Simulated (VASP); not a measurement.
Write the native input for VASP 6.6.1 that does the following.

```yaml
Task: relaxation of cell and atoms
Functional: PBE
Potentials_or_basis: VASP PAW PBE potentials, release 64 (Al, O)
Cutoff: 600 eV
k_mesh: 6 × 6 × 2
Occupations: gaussian, width 0.1 eV
Spin: no spin polarisation
Dipole_correction: no
Further_INCAR_settings: ALGO = Normal; EDIFF = 1e-06; IBRION = 2; EDIFFG = -0.04; NSW = 90; ISIF = 3
```

The structure of Al2O lies in POSCAR:

```
Al2O
1.0
    3.4122220129      0.0000000000      0.0000000000
    0.0000000000      3.4122220129      0.0000000000
    0.0000000000      0.0000000000      9.3260798448
Al O
4 2
Direct
    0.0000000000      0.0000000000      0.2500000000
    0.0000000000      0.0000000000      0.7500000000
    0.0000000000      0.5000000000      0.5000000000
    0.5000000000      0.0000000000      0.0000000000
    0.5000000000      0.5000000000      0.0000000000
    0.5000000000      0.5000000000      0.5000000000
```

One way to write it, as run:

INCAR

```
SYSTEM = Al2O
ALGO = Normal
EDIFF = 1E-6
EDIFFG = -0.04
ENCUT = 600
GGA = PE
IBRION = 2
ISIF = 3
ISMEAR = 0
LASPH = .True.
LCHARG = .False.
LREAL = .False.
LWAVE = .False.
NELM = 100
NSW = 90
PREC = Accurate
SIGMA = 0.1
```

KPOINTS

```
k-points
0
Gamma
  6 6 2
  0 0 0
```

Potentials or basis: VASP PAW PBE potentials, release 64 (Al, O).

Run with:

```bash
$ cat potpaw_PBE.64/Al/POTCAR potpaw_PBE.64/O/POTCAR > POTCAR
$ mpirun -np 1 vasp_std > vasp.out
```

It gave:

- Pressure after relaxing: 0.1 GPa
- Band gap on the k mesh: zero (band 12 reaches 5.12 eV, above the bottom of band 13 at 3.42 eV)

Caveat: the relaxation stopped at its first step, so nothing moved.

Wall time 37 s on 1 thread of Intel(R) Xeon(R) Platinum 8559C (Emerald Rapids), with other jobs on the host, peak memory 0.24 GiB.
